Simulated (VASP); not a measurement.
Wanted: the native input for a VASP 6.6.1 run.

```yaml
Task: single point
Functional: HSE06
Potentials_or_basis: VASP PAW PBE potentials, release 64 (B, As)
Cutoff: 520 eV
k_mesh: 6 × 6 × 6
Occupations: gaussian, width 0.01 eV
Spin: no spin polarisation
Dipole_correction: no
Grid_for_exact_exchange_PRECFOCK: Normal
Further_INCAR_settings: ALGO = Normal; EDIFF = 1e-06; NBANDS = 11
Share_of_exact_exchange: 0.25
Screening_parameter: 0.2079 1/Å
```

Crystal: BAs.

```
B As
1.0
     0.00000    2.48754    2.48754
     2.48754    0.00000    2.48754
     2.48754    2.48754    0.00000
B As
1 1
Direct
  0.00000 0.00000 0.00000
  0.25000 0.25000 0.25000
```

This cell differs from its parent crystal: strain +4.0%.

The input as run:

POSCAR

```
BAs
1.0
    0.0000000000      2.4875423082      2.4875423082
    2.4875423082      0.0000000000      2.4875423082
    2.4875423082      2.4875423082      0.0000000000
B As
1 1
Direct
    0.0000000000      0.0000000000      0.0000000000
    0.2500000000      0.2500000000      0.2500000000
```

INCAR.step1

```
SYSTEM = BAs
PREC = Accurate
ENCUT = 520
EDIFF = 1E-5
ISMEAR = 0
SIGMA = 0.01
LREAL = .FALSE.
LASPH = .TRUE.
NELM = 60
ALGO = Normal
ISIF = 2
LWAVE = .TRUE.
LCHARG = .FALSE.
NBANDS = 11
GGA = PE
```

INCAR.step2

```
SYSTEM = BAs
PREC = Accurate
ENCUT = 520
EDIFF = 1E-6
ISMEAR = 0
SIGMA = 0.01
LREAL = .FALSE.
LASPH = .TRUE.
NELM = 60
ALGO = Normal
ISIF = 2
LWAVE = .FALSE.
LCHARG = .FALSE.
GGA = PE
LHFCALC = .TRUE.
HFSCREEN = 0.2079
PRECFOCK = Normal
NBANDS = 11
ISTART = 1
```

KPOINTS

```
regular mesh
0
G
  6 6 6
  0 0 0
```

Potentials or basis: VASP PAW PBE potentials, release 64 (B, As).

Launch:

```sh
$ cat potpaw_PBE.64/B/POTCAR potpaw_PBE.64/As/POTCAR > POTCAR
$ cp INCAR.step1 INCAR
$ mpirun -np 1 vasp_std > vasp.out
$ cp INCAR.step2 INCAR
$ mpirun -np 1 vasp_std > vasp.out
```

Results of the run:

The pressure is -14.3 GPa and the band gap on the k mesh is 2.03 eV (least direct gap 3.96 eV).

Caveat: the cell differs from its parent crystal (strain +4.0%); the cell stands under tension; the PAW data sets were made with another functional, which shifts forces and pressure a little.

Run time: 16 min on 1 thread of Intel Xeon 8259CL, with other jobs on the host, peak memory 0.27 GiB.
